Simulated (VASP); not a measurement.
# AgCl (I4/mmm) in VASP: a series of runs

Runs on AgCl. Level: r2SCAN. Tasks: single point.

All numbers are computed with VASP 6.6.1; they aren't measurements. Logs are shortened: lines on timing, memory, paths and dates and some standing lists are left out, and cuts for length are marked.

## 1. The cell of the first run

The structure is tetragonal, space group I4/mmm (No. 139). Conventional cell: a = 3.922 Å, b = 3.922 Å, c = 5.380 Å, α = 90.00°, β = 90.00°, γ = 90.00°. Ag (site symmetry 4/mmm) has 6 Cl at 2.69 to 2.77 Å within 3.5 Å. Within 3.5 Å of Cl (site symmetry 4/mmm) lie 6 Ag at 2.69 to 2.77 Å.

## 2. Single point, r2SCAN (strain -0.0300 x Voigt [0, 1, 0, 0, 0, 0])

Input file POSCAR:

```
AgCl
1.0
    0.0000000000      2.6899555000      2.7731500000
    2.7731500000      0.0000000000      2.7731500000
    2.7731500000      2.6899555000      0.0000000000
Ag Cl
1 1
Direct
    0.5000000000      0.5000000000      0.5000000000
    0.0000000000      0.0000000000      0.0000000000
```

Input file INCAR.step1:

```
PREC = Accurate
ENCUT = 520
ISMEAR = 0
SIGMA = 0.05
LREAL = False
LASPH = True
NELM = 80
NBANDS = 16
GGA = PE
ALGO = Normal
EDIFF = 1E-4
LWAVE = True
LCHARG = False
```

Input file INCAR.step2:

```
PREC = Accurate
ENCUT = 520
EDIFF = 1E-6
ISMEAR = 0
SIGMA = 0.05
LREAL = False
LASPH = True
NELM = 80
ALGO = Normal
ISIF = 2
LWAVE = False
LCHARG = True
METAGGA = R2SCAN
LMIXTAU = True
LELF = True
LVHAR = True
NBANDS = 16
ISTART = 1
```

Input file KPOINTS:

```
regular mesh
0
Gamma
  8 8 8
```

Potentials or basis: VASP PAW PBE potentials, release 64 (Ag, Cl).

Command:

```console
cat potpaw_PBE.64/Ag/POTCAR potpaw_PBE.64/Cl/POTCAR > POTCAR
cp INCAR.step1 INCAR
mpirun -np 1 vasp_std > vasp.out
cp INCAR.step2 INCAR
mpirun -np 1 vasp_std > vasp.out
```

OUTCAR:

```text
PREC = Accurate
   ENCUT = 520
   EDIFF = 1E-6
   ISMEAR = 0
   LREAL = False
   LASPH = True
   NELM = 80
   ISIF = 2
   METAGGA = R2SCAN
   ISTART = 1

 ion  position               nearest neighbor table
   1  0.500  0.500  0.500-   2 2.69   2 2.69   2 2.77   2 2.77   2 2.77   2 2.77
   2  0.000  0.000  0.000-   1 2.69   1 2.69   1 2.77   1 2.77   1 2.77   1 2.77

  LATTYP: Found a body centered tetragonal cell.
 ALAT       =     3.9218263405
 C/A-ratio  =     1.3717871555

  Lattice vectors:

 A1 = (   0.0000000000,  -2.6899555000,   2.7731500000)
 A2 = (   0.0000000000,  -2.6899555000,  -2.7731500000)
 A3 = (   2.7731500000,   2.6899555000,   0.0000000000)

Analysis of symmetry for initial positions (statically):
=====================================================================
 Subroutine PRICEL returns:
 Original cell was already a primitive cell.

 Routine SETGRP: Setting up the symmetry group for a
 body centered tetragonal supercell.

 Subroutine GETGRP returns: Found 16 space group operations
 (whereof 16 operations were pure point group operations)
 out of a pool of 16 trial point group operations.

The static configuration has the point symmetry D_4h.

Analysis of symmetry for dynamics (positions and initial velocities):
=====================================================================
 Subroutine PRICEL returns:
 Original cell was already a primitive cell.

 Routine SETGRP: Setting up the symmetry group for a
 body centered tetragonal supercell.

 Subroutine GETGRP returns: Found 16 space group operations
 (whereof 16 operations were pure point group operations)
 out of a pool of 16 trial point group operations.

The dynamic configuration has the point symmetry D_4h.

 Subroutine INISYM returns: Found 16 space group operations
 (whereof 16 operations are pure point group operations),
 and found     1 'primitive' translations

----------------------------------------------------------------------------------------

                                     Primitive cell

  volume of cell :      41.3735

  direct lattice vectors                    reciprocal lattice vectors
     0.000000000  2.689955500  2.773150000    -0.180300380  0.185876681  0.180300380
     2.773150000  0.000000000  2.773150000     0.180300380 -0.185876681  0.180300380
     2.773150000  2.689955500  0.000000000     0.180300380  0.185876681 -0.180300380

  length of vectors
     3.863446844  3.921826340  3.863446844     0.315541748  0.315541748  0.315541748

  position of ions in fractional coordinates (direct lattice)
     0.500000000  0.500000000  0.500000000
     0.000000000  0.000000000  0.000000000

  ion indices of the primitive-cell ions
   primitive index   ion index
                 1           1
                 2           2

----------------------------------------------------------------------------------------

 KPOINTS: regular mesh

Automatic generation of k-mesh.
 Grid dimensions read from file:
 generate k-points for:    8    8    8

 Generating k-lattice:

  Cartesian coordinates                     Fractional coordinates (reciprocal lattice)
    -0.022537548  0.023234585  0.022537548     0.125000000  0.000000000  0.000000000
     0.022537548 -0.023234585  0.022537548     0.000000000  0.125000000  0.000000000
     0.022537548  0.023234585 -0.022537548     0.000000000  0.000000000  0.125000000

  Length of vectors
     0.039442719  0.039442719  0.039442719

  Shift w.r.t. Gamma in fractional coordinates (k-lattice)
     0.000000000  0.000000000  0.000000000

 Subroutine IBZKPT returns following result:
 ===========================================

 Found     59 irreducible k-points:

 Following reciprocal coordinates:
            Coordinates               Weight
  0.000000  0.000000  0.000000      1.000000
  0.125000  0.000000  0.000000      8.000000
  0.250000  0.000000  0.000000      8.000000
  0.375000  0.000000  0.000000      8.000000
  0.500000  0.000000  0.000000      4.000000
  0.125000  0.125000  0.000000      4.000000
[... 16 lines left out ...]
  0.250000  0.000000  0.125000      8.000000
  0.375000  0.000000  0.125000      8.000000
 [... further k-points ...]
   k-points           NKPTS =     59   k-points in BZ     NKDIM =     59   number of bands    NBANDS=     16
   number of dos      NEDOS =    301   number of ions     NIONS =      2
   total plane-waves  NPLWV =  27000
   dimension x,y,z NGX =    30 NGY =   30 NGZ =   30
   dimension x,y,z NGXF=    60 NGYF=   60 NGZF=   60
   ions per type =               1   1
   NGX,Y,Z   is equivalent  to a cutoff of  12.91, 12.72, 12.91 a.u.
   NGXF,Y,Z  is equivalent  to a cutoff of  25.82, 25.43, 25.82 a.u.
 SYSTEM =  unknown system
   PREC   = accura    normal or accurate (medium, high low for compatibility)
   ISTART =      1    job   : 0-new  1-cont  2-samecut
   ICHARG =      0    charge: 1-file 2-atom 10-const
   ISPIN  =      1    spin polarized calculation?
   LNONCOLLINEAR =      F non collinear calculations
   LSORBIT =      F    spin-orbit coupling
   LASPH  =      T    aspherical Exc in radial PAW
   ENCUT  =  520.0 eV  38.22 Ry    6.18 a.u.   7.18  7.29  7.18*2*pi/ulx,y,z
   NELM   =     80;   NELMIN=  2; NELMDL=  0     # of ELM steps
   EDIFF  = 0.1E-05   stopping-criterion for ELM
   LREAL  =      F    real-space projection
   EDIFFG = 0.1E-04   stopping-criterion for IOM
   NSW    =      0    number of steps for IOM
   IBRION =     -1    ionic relax: 0-MD 1-quasi-New 2-CG
   NFREE  =      0    steps in history (QN), initial steepest desc. (CG)
   ISIF   =      2    stress and relaxation
   ISYM   =      2    0-nonsym 1-usesym 2-fastsym
   POTIM  = 0.5000    time-step for ionic-motion
   TEBEG  =    0.0;   TEEND  =   0.0 temperature during run
   PSTRESS=    0.0 pullay stress
   NELECT =      18.0000    total number of electrons
   NUPDOWN=      -1.0000    fix difference up-down
   EMIN   =  10.00;   EMAX   =-10.00  energy-range for DOS
   EFERMI =   0.00;   METHOD = LEGACY
   ISMEAR =     0;   SIGMA  =   0.05  broadening in eV -4-tet -1-fermi 0-gaus
   EFERMI_NEDOS =   21; number of points for ismear=-14 and -15
   IALGO  =     38    algorithm
   IMIX   =      4    mixing-type and parameters
     AMIX     =   0.40;   BMIX     =  1.00
     AMIX_MAG =   1.60;   BMIX_MAG =  1.00
  volume/ion in A,a.u.               =      20.69       139.60
  Fermi-wavevector in a.u.,A,eV,Ry     =   1.240486  2.344178 20.936707  1.538805
  Thomas-Fermi vector in A             =   2.374924
   LORBIT       =      0    0 simple, 1 ext, 2 COOP (PROOUT), +10 PAW based schemes
   METAGGA = R2SCAN    functional components
   LHFCALC =     F    Hartree Fock is set to
   AEXX    =    0.0000 exact exchange contribution
   IVDW    =     0    specifies the selected vdW correction
   LEPSILON=     F    determine dielectric tensor
   LRPA    =     F    only Hartree local field effects (RPA)
 non-spin polarized calculation
 Gauss-broadening in eV      SIGMA  =   0.05
  energy-cutoff  :      520.00
  volume of cell :       41.37
 maximum number of plane-waves:      1128
 NGX is ok and might be reduce to    30
   NGX = 15   NGY = 15   NGZ = 15

 number of electron      18.0000006 magnetization

 Free energy of the ion-electron system (eV)
  ---------------------------------------------------
  ext. energy  EPLUGINS =         0.00000000
  ---------------------------------------------------
  free energy    TOTEN  =       -28.63387716 eV

  energy without entropy =      -28.63387716  energy(sigma->0) =      -28.63387716

 E-fermi :   4.2889     XC(G=0): -10.6770

 val. band max:        4.0374598160   @ k =   0.5000   0.0000   0.0000
 cond. band min:       5.3660528001   @ k =   0.0000   0.0000   0.0000
 fundamental gap:      1.3285929841
 Fermi energy:         4.2888997092

 k-point     1 :       0.0000    0.0000    0.0000
  band No.  band energies     occupation
      1     -12.0984      2.00000
      2       1.2835      2.00000
      3       1.3453      2.00000
      4       1.3453      2.00000
      5       1.3873      2.00000
      6       1.3873      2.00000
[... 8 lines left out ...]
     15      18.0834      0.00000
     16      18.0834      0.00000

 k-point     2 :       0.1250    0.0000    0.0000
  band No.  band energies     occupation
      1     -12.0336      2.00000
      2       0.4987      2.00000
      3       0.5956      2.00000
      4       0.6310      2.00000
      5       1.4126      2.00000
      6       1.4453      2.00000
[... 8 lines left out ...]
     15      16.7778      0.00000
     16      17.4419      0.00000

 k-point     3 :       0.2500    0.0000    0.0000
  band No.  band energies     occupation
      1     -11.8702      2.00000
      2      -0.5537      2.00000
      3      -0.0610      2.00000
      4       0.0210      2.00000
      5       1.5565      2.00000
      6       1.5696      2.00000
[... 8 lines left out ...]
     15      16.8402      0.00000
     16      17.3334      0.00000

 k-point     4 :       0.3750    0.0000    0.0000
  band No.  band energies     occupation
      1     -11.6960      2.00000
      2      -1.3749      2.00000
      3      -0.4633      2.00000
      4      -0.3684      2.00000
      5       1.6977      2.00000
      6       1.7072      2.00000
[... 8 lines left out ...]
     15      17.7393      0.00000
     16      17.7811      0.00000
[... 324 lines left out ...]
 k-point    22 :       0.1250    0.0000    0.1250
  band No.  band energies     occupation
      1     -12.0067      2.00000
      2      -0.0972      2.00000
      3       0.8522      2.00000
      4       0.8522      2.00000
      5       1.3628      2.00000
      6       1.4565      2.00000
[... 8 lines left out ...]
     15      18.3499      0.00000
     16      18.5976      0.00000

 k-point    23 :       0.2500    0.0000    0.1250
  band No.  band energies     occupation
      1     -11.8779      2.00000
      2      -0.7203      2.00000
      3       0.2922      2.00000
      4       0.3706      2.00000
      5       1.4089      2.00000
      6       1.5837      2.00000
[... 8 lines left out ...]
     15      18.0284      0.00000
     16      18.8029      0.00000

 k-point    24 :       0.3750    0.0000    0.1250
  band No.  band energies     occupation
      1     -11.7150      2.00000
      2      -1.2349      2.00000
      3      -0.3212      2.00000
      4      -0.1235      2.00000
      5       1.5485      2.00000
      6       1.7354      2.00000
[... 8 lines left out ...]
     15      18.4768      0.00000
     16      18.7390      0.00000

 [... further k-points ...]

------------------------ aborting loop because EDIFF is reached ----------------------------------------

  FORCE on cell =-STRESS in cart. coord.  units (eV):
  Direction    XX          YY          ZZ          XY          YZ          ZX
  --------------------------------------------------------------------------------------
  -------------------------------------------------------------------------------------
  Total        0.3233682      0.6316033      0.3233682     -0.0000000     -0.0000000      0.0000000
  in kB       12.5223577     24.4586896     12.5223577     -0.0000000     -0.0000000      0.0000000
  external PRESSURE =      16.5011350 kB  Pullay stress =       0.0000000 kB

 VOLUME and BASIS-vectors are now :
 -----------------------------------------------------------------------------
  energy-cutoff  :      520.00
  volume of cell :       41.37
      direct lattice vectors                 reciprocal lattice vectors
     0.000000000  2.689955500  2.773150000    -0.180300380  0.185876681  0.180300380
     2.773150000  0.000000000  2.773150000     0.180300380 -0.185876681  0.180300380
     2.773150000  2.689955500  0.000000000     0.180300380  0.185876681 -0.180300380

 POSITION                                       TOTAL-FORCE (eV/Angst)
 -----------------------------------------------------------------------------------
      2.77315      2.68996      2.77315         0.000000      0.000000     -0.000000
      0.00000      0.00000      0.00000        -0.000000      0.000000      0.000000
 -----------------------------------------------------------------------------------
    total drift:                                0.000000      0.000000      0.000000

  FREE ENERGIE OF THE ION-ELECTRON SYSTEM (eV)
  ---------------------------------------------------
  free  energy   TOTEN  =       -28.6338771563 eV

  energy  without entropy=      -28.6338771563  energy(sigma->0) =      -28.63387716
```

Run time: 4.5 min. Hardware: 1 thread of Intel Xeon 8259CL, shared host; peak memory 0.19 GiB.

Results:

| Quantity | Value |
| --- | --- |
| Free energy | -28.6339 eV |
| Pressure | 1.7 GPa |
| Band gap on the k mesh | 1.33 eV (least direct gap 3.81 eV) |

Stress tensor (GPa, compression positive):
```
1.25 0.00 0.00
0.00 2.45 0.00
0.00 0.00 1.25
```

Caveat: the cell differs from its parent crystal (strain -0.0300 x Voigt [0, 1, 0, 0, 0, 0]); the PAW data sets were made with another functional, which shifts forces and pressure a little.

[end of part 1 of 2]
